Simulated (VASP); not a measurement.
Here is a VASP 6.6.1 calculation.

INCAR

```
SYSTEM = Zn4C
ALGO = Normal
EDIFF = 1E-6
EDIFFG = -0.01
ENCUT = 600
GGA = PE
IBRION = 2
ISIF = 3
ISMEAR = 0
LASPH = .TRUE.
LCHARG = .FALSE.
LREAL = .FALSE.
LWAVE = .FALSE.
NELM = 100
NSW = 100
PREC = Accurate
SIGMA = 0.1
```

Contents of KPOINTS:

```
k-points
0
G
  10 10 10
  0 0 0
```

Contents of POSCAR:

```
Zn4C
1.0
    4.1997048894      0.0000000000      0.0000000000
    0.0000000000      4.1997048894      0.0000000000
    0.0000000000      0.0000000000      4.1997048894
Zn C
4 1
Direct
    0.2754175021      0.7245824979      0.7245824979
    0.7245824979      0.2754175021      0.7245824979
    0.7245824979      0.7245824979      0.2754175021
    0.2754175021      0.2754175021      0.2754175021
    0.0000000000      0.0000000000      0.0000000000
```

Potentials or basis: VASP PAW PBE potentials, release 64 (Zn, C).

Run with:

```bash
$ cat potpaw_PBE.64/Zn/POTCAR potpaw_PBE.64/C/POTCAR > POTCAR
$ mpirun -np 1 vasp_std > vasp.out
```

What does it give for the relaxed volume?

14.79 Å³/atom.

What does it give for the relaxed cell?

a = 4.197 Å, b = 4.197 Å, c = 4.197 Å, α = 90.00°, β = 90.00°, γ = 90.00°.

Predict the band gap on the k mesh.

zero (band 26 reaches 3.95 eV, above the bottom of band 27 at 0.19 eV).

Final structure:
```
CELL_PARAMETERS angstrom
4.19734 0.00000 0.00000
0.00000 4.19734 0.00000
0.00000 0.00000 4.19734
ATOMIC_POSITIONS crystal
Zn 0.27526 0.72474 0.72474
Zn 0.72474 0.27526 0.72474
Zn 0.72474 0.72474 0.27526
Zn 0.27526 0.27526 0.27526
C 0.00000 0.00000 0.00000
```
